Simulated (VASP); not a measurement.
A run of VASP 6.6.1 is set up as follows.

INCAR

```
SYSTEM = Li3ScPb2
ALGO = Normal
EDIFF = 1E-7
ENCUT = 520
GGA = PE
ISIF = 2
ISMEAR = 0
ISPIN = 2
LASPH = .TRUE.
LCHARG = .FALSE.
LMAXMIX = 4
LORBIT = 11
LREAL = .FALSE.
LWAVE = .FALSE.
MAGMOM = 0 0 0 0.55 0 0
NBANDS = 37
NELM = 150
PREC = Accurate
SIGMA = 0.1
```

File KPOINTS:

```
k-points
0
G
  6 6 8
  0 0 0
```

File POSCAR:

```
Li3ScPb2
1.0
    5.7716177955      0.0000000000      0.0000000000
   -2.8858088978      4.9983676318      0.0000000000
    0.0000000000      0.0000000000      4.6826904575
Li Sc Pb
3 1 2
Direct
    0.5000000000      0.5000000000      0.5000000000
    0.5000000000      0.0000000000      0.5000000000
    0.0000000000      0.5000000000      0.5000000000
    0.0000000000      0.0000000000      0.0000000000
    0.6666666667      0.3333333333      0.0000000000
    0.3333333333      0.6666666667      0.0000000000
```

Potentials or basis: VASP PAW PBE potentials, release 64 (Li_sv, Sc_sv, Pb_d).

The run is started by

```sh
$ cat potpaw_PBE.64/Li_sv/POTCAR potpaw_PBE.64/Sc_sv/POTCAR potpaw_PBE.64/Pb_d/POTCAR > POTCAR
$ mpirun -np 1 vasp_std > vasp.out
```

Question: What does it give for the net moment?

Answer: 0.56 μB per cell.

Question: What does it give for the site moments?

Answer: Li +0.00; Sc +0.27; Pb +0.01 μB.

Caveat: a moment this small can come from the mesh or the smearing.
